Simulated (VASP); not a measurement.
# SiC in VASP: single point with r2SCAN

Aim: the single point of SiC with r2SCAN.

All numbers are computed with VASP 6.6.1; they aren't measurements. Logs are shortened: lines on timing, memory, paths and dates and some standing lists are left out, and cuts for length are marked.

### Step 1. The cell of the first run

The cell holds a slab with vacuum, 24 atoms: a = 6.161 Å, b = 6.161 Å, c = 20.659 Å, α = 90.00°, β = 90.00°, γ = 120.00°.

### Step 2. Single point, r2SCAN

POSCAR reads:

```
SiC
1.0
    6.1607243521      0.0000000000      0.0000000000
   -3.0803621761      5.3353437946      0.0000000000
    0.0000000000      0.0000000000     20.6589866657
C Si
12 12
Direct
    0.5000000000      0.0000000000      0.3630381355
    0.5000000000      0.5000000000      0.3630381355
    0.0000000000      0.0000000000      0.3630381355
    0.0000000000      0.5000000000      0.3630381355
    0.6666666667      0.8333333333      0.4897203502
    0.6666666667      0.3333333333      0.4897203502
    0.1666666667      0.8333333333      0.4897203502
    0.1666666667      0.3333333333      0.4897203502
    0.8333333333      0.6666666667      0.6129216735
    0.8333333333      0.1666666667      0.6129216735
    0.3333333333      0.6666666667      0.6129216735
    0.3333333333      0.1666666667      0.6129216735
    0.1666666667      0.8333333333      0.3934741054
    0.1666666667      0.3333333333      0.3934741054
    0.6666666667      0.8333333333      0.3934741054
    0.6666666667      0.3333333333      0.3934741054
    0.3333333333      0.6666666667      0.5162023616
    0.3333333333      0.1666666667      0.5162023616
    0.8333333333      0.6666666667      0.5162023616
    0.8333333333      0.1666666667      0.5162023616
    0.5000000000      0.5000000000      0.6372998394
    0.5000000000      0.0000000000      0.6372998394
    0.0000000000      0.5000000000      0.6372998394
    0.0000000000      0.0000000000      0.6372998394
```

INCAR.step1 reads:

```
PREC = Accurate
ENCUT = 520
ISMEAR = 0
SIGMA = 0.05
LREAL = Auto
LASPH = T
NELM = 100
LDIPOL = T
IDIPOL = 3
DIPOL = 0.5 0.5 0.502
NBANDS = 66
GGA = PE
ALGO = Normal
EDIFF = 1E-4
LWAVE = T
LCHARG = F
```

INCAR.step2 reads:

```
PREC = Accurate
ENCUT = 520
EDIFF = 1E-6
ISMEAR = 0
SIGMA = 0.05
LREAL = Auto
LASPH = T
NELM = 100
ALGO = Normal
ISIF = 2
LWAVE = F
LCHARG = F
LDIPOL = T
IDIPOL = 3
DIPOL = 0.5 0.5 0.502
METAGGA = R2SCAN
LMIXTAU = T
NBANDS = 66
ISTART = 1
```

KPOINTS reads:

```
regular mesh
0
Gamma
  5 5 1
```

Potentials or basis: VASP PAW PBE potentials, release 64 (C, Si).

On the command line:

```bash
$ cat potpaw_PBE.64/C/POTCAR potpaw_PBE.64/Si/POTCAR > POTCAR
$ cp INCAR.step1 INCAR
$ mpirun -np 1 vasp_std > vasp.out
$ cp INCAR.step2 INCAR
$ mpirun -np 1 vasp_std > vasp.out
```

OUTCAR:

```text
PREC = Accurate
   ENCUT = 520
   EDIFF = 1E-6
   ISMEAR = 0
   LREAL = Auto
   LASPH = T
   NELM = 100
   ISIF = 2
   METAGGA = R2SCAN
   ISTART = 1

 ion  position               nearest neighbor table
   1  0.500  0.000  0.363-  16 1.89  13 1.89  15 1.89
   2  0.500  0.500  0.363-  15 1.89  14 1.89  16 1.89
   3  0.000  0.000  0.363-  14 1.89  15 1.89  13 1.89
   4  0.000  0.500  0.363-  13 1.89  16 1.89  14 1.89
   5  0.667  0.833  0.490-  19 1.86  20 1.86  17 1.86  15 1.99
   6  0.667  0.333  0.490-  20 1.86  19 1.86  18 1.86  16 1.99
   7  0.167  0.833  0.490-  17 1.86  18 1.86  19 1.86  13 1.99
   8  0.167  0.333  0.490-  18 1.86  17 1.86  20 1.86  14 1.99
   9  0.833  0.667  0.613-  24 1.85  21 1.85  23 1.85  19 2.00
  10  0.833  0.167  0.613-  23 1.85  22 1.85  24 1.85  20 2.00
  11  0.333  0.667  0.613-  22 1.85  23 1.85  21 1.85  17 2.00
  12  0.333  0.167  0.613-  21 1.85  24 1.85  22 1.85  18 2.00
  13  0.167  0.833  0.393-   4 1.89   1 1.89   3 1.89   7 1.99  16 3.08  16 3.08  14 3.08  14 3.08
                            15 3.08  15 3.08  17 3.10  18 3.10  19 3.10
  14  0.167  0.333  0.393-   3 1.89   2 1.89   4 1.89   8 1.99  15 3.08  15 3.08  13 3.08  13 3.08
                            16 3.08  16 3.08  18 3.10  17 3.10  20 3.10
  15  0.667  0.833  0.393-   2 1.89   3 1.89   1 1.89   5 1.99  14 3.08  14 3.08  16 3.08  16 3.08
[... 26 lines left out ...]
 A1 = (   6.1607243521,   0.0000000000,   0.0000000000)
 A2 = (  -3.0803621761,   5.3353437946,   0.0000000000)
 A3 = (   0.0000000000,   0.0000000000,  20.6589866657)

Analysis of symmetry for initial positions (statically):
=====================================================================
 Subroutine PRICEL returns following result:

  LATTYP: Found a hexagonal cell.
 ALAT       =     3.0803621760
 C/A-ratio  =     6.7066745678

  Lattice vectors:

 A1 = (   3.0803621760,   0.0000000000,   0.0000000000)
 A2 = (  -1.5401810880,   2.6676718973,   0.0000000000)
 A3 = (   0.0000000000,   0.0000000000,  20.6589866657)

   4 primitive cells build up your supercell.

 Routine SETGRP: Setting up the symmetry group for a
 hexagonal supercell.

 Subroutine GETGRP returns: Found  6 space group operations
 (whereof  6 operations were pure point group operations)
 out of a pool of 24 trial point group operations.

The static configuration has the point symmetry C_3v.

Analysis of symmetry for dynamics (positions and initial velocities):
=====================================================================
 Subroutine PRICEL returns following result:

  LATTYP: Found a hexagonal cell.
 ALAT       =     3.0803621760
 C/A-ratio  =     6.7066745678

  Lattice vectors:

[... 115 lines left out ...]
   EFERMI =   0.00;   METHOD = LEGACY
   ISMEAR =     0;   SIGMA  =   0.05  broadening in eV -4-tet -1-fermi 0-gaus
   EFERMI_NEDOS =   21; number of points for ismear=-14 and -15
   IALGO  =     38    algorithm
   IMIX   =      4    mixing-type and parameters
     AMIX     =   0.40;   BMIX     =  1.00
     AMIX_MAG =   1.60;   BMIX_MAG =  1.00
  volume/ion in A,a.u.               =      28.29       190.94
  Fermi-wavevector in a.u.,A,eV,Ry     =   0.852833  1.611621  9.895854  0.727325
  Thomas-Fermi vector in A             =   1.969183
   LORBIT       =      0    0 simple, 1 ext, 2 COOP (PROOUT), +10 PAW based schemes
   METAGGA = R2SCAN    functional components
   LHFCALC =     F    Hartree Fock is set to
   AEXX    =    0.0000 exact exchange contribution
   IVDW    =     0    specifies the selected vdW correction
   LEPSILON=     F    determine dielectric tensor
   LRPA    =     F    only Hartree local field effects (RPA)
 non-spin polarized calculation
 Gauss-broadening in eV      SIGMA  =   0.05
  energy-cutoff  :      520.00
  volume of cell :      679.05
 maximum number of plane-waves:     18353
 NGX is ok and might be reduce to    48
   NGX = 23   NGY = 23   NGZ = 77

 number of electron      95.9999997 magnetization

 dipolmoment           0.000000      0.000000     -0.503989 electrons x Angstroem

 Free energy of the ion-electron system (eV)
  ---------------------------------------------------
  ext. energy  EPLUGINS =         0.00000000
  ---------------------------------------------------
  free energy    TOTEN  =      -214.50594891 eV

  energy without entropy =     -214.49984957  energy(sigma->0) =     -214.50289924

 E-fermi :  -0.1345     XC(G=0):  -5.1623

 val. band max:       -0.1678329181   @ k =   0.4000   0.2000   0.0000
 cond. band min:      -0.0869965233   @ k =   0.0000   0.0000   0.0000
 fundamental gap:      0.0808363948
 Fermi energy:        -0.1345477539

 k-point     1 :       0.0000    0.0000    0.0000
  band No.  band energies     occupation
      1     -17.4248      2.00000
      2     -15.8725      2.00000
      3     -14.2012      2.00000
      4     -14.2012      2.00000
      5     -14.2012      2.00000
      6     -13.6838      2.00000
[... 304 lines left out ...]
     59       4.7450      0.00000
     60       4.7450      0.00000
 [bands above 60 left out]

------------------------ aborting loop because EDIFF is reached ----------------------------------------

 vacuum level on the upper side and lower side of the slab       (xc-potential included)        -1.522         1.218

  FORCE on cell =-STRESS in cart. coord.  units (eV):
  Direction    XX          YY          ZZ          XY          YZ          ZX
  --------------------------------------------------------------------------------------
  -------------------------------------------------------------------------------------
  Total        0.6821456      0.6821456     -7.7998601     -0.0000000      0.0000000      0.0000000
  in kB        1.6094758      1.6094758    -18.4032360     -0.0000000      0.0000000      0.0000000
  external PRESSURE =      -5.0614281 kB  Pullay stress =       0.0000000 kB

 VOLUME and BASIS-vectors are now :
 -----------------------------------------------------------------------------
  energy-cutoff  :      520.00
  volume of cell :      679.05
      direct lattice vectors                 reciprocal lattice vectors
     6.160724352  0.000000000  0.000000000     0.162318575  0.093714673  0.000000000
    -3.080362176  5.335343795  0.000000000     0.000000000  0.187429346  0.000000000
     0.000000000  0.000000000 20.658986666     0.000000000  0.000000000  0.048405085

 POSITION                                       TOTAL-FORCE (eV/Angst)
 -----------------------------------------------------------------------------------
      3.08036      0.00000      7.50000         0.000000      0.000000      2.993720
      1.54018      2.66767      7.50000         0.000000      0.000000      2.993720
      0.00000      0.00000      7.50000        -0.000000     -0.000000      2.993720
     -1.54018      2.66767      7.50000         0.000000      0.000000      2.993720
      1.54018      4.44612     10.11713         0.000000      0.000000     -0.004657
      3.08036      1.77845     10.11713         0.000000      0.000000     -0.004657
[... 16 lines left out ...]
     -1.54018      2.66767     13.16597        -0.000000     -0.000000      0.004051
      0.00000      0.00000     13.16597        -0.000000     -0.000000      0.004051
 -----------------------------------------------------------------------------------
    total drift:                               -0.000004      0.000001     -0.122964

  FREE ENERGIE OF THE ION-ELECTRON SYSTEM (eV)
  ---------------------------------------------------
  free  energy   TOTEN  =      -214.5059489072 eV

  energy  without entropy=     -214.4998495683  energy(sigma->0) =     -214.50289924

 vacuum level on the upper side and lower side of the slab         3.795         6.584
```

OSZICAR.step1:

```text
N       E                     dE             d eps       ncg     rms          rms(c)
DAV:   1     0.613542395689E+03    0.61354E+03   -0.37323E+04   660   0.116E+03
DAV:   2    -0.961466368289E+02   -0.70969E+03   -0.67385E+03   910   0.247E+02
DAV:   3    -0.189277614944E+03   -0.93131E+02   -0.91292E+02   872   0.862E+01
[... 20 lines left out ...]
DAV:  24    -0.165018827217E+03    0.27453E-03   -0.95157E-05   466   0.335E-02    0.159E-01
DAV:  25    -0.165018634033E+03    0.19318E-03   -0.34313E-04   580   0.582E-02    0.346E-02
DAV:  26    -0.165018763383E+03   -0.12935E-03   -0.66683E-05   474   0.381E-02    0.333E-02
DAV:  27    -0.165018902264E+03   -0.13888E-03   -0.74177E-05   474   0.327E-02    0.789E-02
DAV:  28    -0.165018895233E+03    0.70313E-05   -0.34831E-05   450   0.219E-02
   1 F= -.16501890E+03 E0= -.16501660E+03  d E =-.458949E-02
```

Run time: 18 min. Hardware: 1 thread of Intel Xeon 6975P-C (Granite Rapids), shared host; peak memory 0.89 GiB.

What came out:

```
Free energy            : -214.5059 eV
Largest force          : 2.994 eV/Å
Band gap on the k mesh : zero (bands 48 and 49 overlap by 0.03 eV)
```

Forces on the atoms (eV/Å):
```
C    0.000  0.000  2.994
C    0.000  0.000  2.994
C    0.000  0.000  2.994
C    0.000  0.000  2.994
C    0.000  0.000 -0.005
C    0.000  0.000 -0.005
C    0.000  0.000 -0.005
C    0.000  0.000 -0.005
C    0.000  0.000 -0.013
C    0.000  0.000 -0.013
C    0.000  0.000 -0.013
C    0.000  0.000 -0.013
Si   0.000  0.000 -2.975
Si   0.000  0.000 -2.975
Si   0.000  0.000 -2.975
Si   0.000  0.000 -2.975
Si   0.000  0.000 -0.004
Si   0.000  0.000 -0.004
Si   0.000  0.000 -0.004
Si   0.000  0.000 -0.004
Si   0.000  0.000  0.004
Si   0.000  0.000  0.004
Si   0.000  0.000  0.004
Si   0.000  0.000  0.004
```

Levels at points of the mesh, in eV from the Fermi level:
```
           k point  band 44  band 45  band 46  band 47  band 48  band 49  band 50  band 51  band 52  band 53
(0.00, 0.00, 0.00)    -0.33    -0.33    -0.33    -0.06    -0.06    -0.06     0.05     0.05     0.53     1.72
```

Caveat: the PAW data sets were made with another functional, which shifts forces and pressure a little.
